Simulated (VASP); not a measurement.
Wanted: the native input for a VASP 6.6.1 run.

| Property | Result |
| --- | --- |
| Task | single point |
| Functional | PBE |
| Potentials or basis | VASP PAW PBE potentials, release 64 (Zn) |
| Cutoff | 520 eV |
| k mesh | 18 × 18 × 8 |
| Occupations | gaussian, width 0.1 eV |
| Spin | no spin polarisation |
| Dipole correction | no |
| Further INCAR settings | ALGO = Fast; EDIFF = 1e-07; NBANDS = 19 |

The structure of Zn lies in POSCAR:

```
Zn
1.0
    2.6758701947      0.0000000000      0.0000000000
   -1.3379350974      2.3173715659      0.0000000000
    0.0000000000      0.0000000000      5.4417983528
Zn
2
Direct
    0.3333333333      0.6666666667      0.2500000000
    0.6666666667      0.3333333333      0.7500000000
```

This cell differs from its parent crystal: volume scaled by 1.10, then relaxed in part.

The input as run:

INCAR

```
PREC = Accurate
ENCUT = 520
EDIFF = 1E-7
ISMEAR = 0
SIGMA = 0.1
LREAL = False
LASPH = True
NELM = 60
ALGO = Fast
ISIF = 2
LWAVE = False
LCHARG = True
GGA = PE
LELF = True
LVHAR = True
NBANDS = 19
```

KPOINTS

```
Automatic mesh
0
Gamma
  18 18 8
```

Potentials or basis: VASP PAW PBE potentials, release 64 (Zn).

Run with:

```console
$ cat potpaw_PBE.64/Zn/POTCAR > POTCAR
$ mpirun -np 1 vasp_std > vasp.out
```

It gave:

The pressure is -4.3 GPa and the band gap on the k mesh is zero (band 12 reaches 4.02 eV, above the bottom of band 13 at -1.04 eV).

Run time: 44 s on 1 thread of Intel(R) Xeon(R) 6975P-C (Granite Rapids) (shared host), peak memory 0.21 GiB.
